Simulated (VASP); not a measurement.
The system is Mg2C.

```
Mg C
1.0
     4.13476   -2.34475    0.00000
     4.13476    2.34475    0.00000
     0.00000    0.00000    4.56666
Mg C
4 2
Cartesian
  5.5406 -1.0317 1.1417
  2.7289 -1.0317 1.1417
  5.5406 1.0317 3.4250
  2.7289 1.0317 3.4250
  4.1348 -1.3131 3.4250
  4.1348 1.3131 1.1417
```

| Item | Value |
| --- | --- |
| Program | VASP 6.6.1 |
| Task | relaxation of cell and atoms |
| Functional | PBE |
| Potentials or basis | VASP PAW PBE potentials, release 64 (Mg, C) |
| Cutoff | 600 eV |
| k mesh | 4 × 4 × 4 |
| Occupations | gaussian, width 0.1 eV |
| Spin | no spin polarisation |

At the start: pressure -0.4 GPa; volume 14.76 Å³/atom.

Q: Where does the relaxation end?

A: Over 28 steps the energy falls by 490.9 meV/atom and the volume is 14.80 Å³/atom (+0.3 %); space group Cmcm (No. 63, to 0.1 Å) before, Fmmm (No. 69, to 0.1 Å).

Step by step:
| step | energy change (eV) | largest force (eV/Å) | pressure (GPa) | volume (Å³) |
| --- | --- | --- | --- | --- |
| 1 | 0.0000 | 2.3118 | -0.40 | 88.55 |
| 2 | -0.7515 | 0.5364 | -2.20 | 87.98 |
| 3 | -0.7614 | 0.3367 | -2.28 | 87.89 |
| 4 | -0.8764 | 0.3053 | -0.29 | 85.15 |
| 5 | -1.0725 | 0.2745 | 8.00 | 77.12 |
| 6 | -1.1017 | 0.2725 | 8.41 | 76.84 |
| 7 | -1.1819 | 0.2658 | 9.71 | 76.01 |
| 8 | -1.2885 | 0.2403 | 12.86 | 74.28 |
| 9 | -1.2803 | 0.6401 | 21.47 | 70.62 |
| 10 | -1.3776 | 0.6717 | 21.37 | 70.83 |
| 11 | -1.5981 | 0.9692 | 21.37 | 71.34 |
| 12 | -1.5847 | 1.4762 | 23.18 | 71.85 |
| 13 | -1.9788 | 1.1758 | 17.57 | 74.58 |
| 14 | -2.5754 | 0.7698 | 4.91 | 83.11 |
| 15 | -2.6167 | 0.7586 | 2.00 | 85.83 |
| 16 | -2.6179 | 0.7606 | 1.52 | 86.33 |
| 17 | -2.6799 | 0.6453 | 1.16 | 86.66 |
| 18 | -2.8084 | 0.5133 | 0.22 | 87.62 |
| 19 | -2.8277 | 0.4929 | -0.99 | 89.44 |
| 20 | -2.8564 | 0.5241 | -0.62 | 88.70 |
| 21 | -2.8859 | 0.4026 | -0.47 | 88.45 |
| 22 | -2.9309 | 0.0615 | 0.22 | 87.67 |
| 23 | -2.9327 | 0.0582 | 0.43 | 87.49 |
| 24 | -2.9377 | 0.0525 | 0.15 | 87.93 |
| 25 | -2.9413 | 0.1256 | -0.30 | 88.75 |
| 26 | -2.9444 | 0.0846 | 0.03 | 88.58 |
| 27 | -2.9447 | 0.0683 | 0.16 | 88.51 |
| 28 | -2.9453 | 0.0245 | -0.10 | 88.78 |

Final structure:
```
CELL_PARAMETERS angstrom
5.46821 -1.85306 0.00000
5.46821 1.85306 0.00000
0.00000 0.00000 4.38091
ATOMIC_POSITIONS crystal
Mg 0.87257 0.37455 0.25000
Mg 0.62545 0.12743 0.25000
Mg 0.37455 0.87257 0.75000
Mg 0.12743 0.62545 0.75000
C 0.75163 0.24837 0.75000
C 0.24837 0.75163 0.25000
```

Caveat: the k points lie up to 0.45 Å⁻¹ apart in the final cell, too coarse for converged energies and pressures of a metal; a cell axis changed by over 15 % at a fixed basis, so the end point is rough.
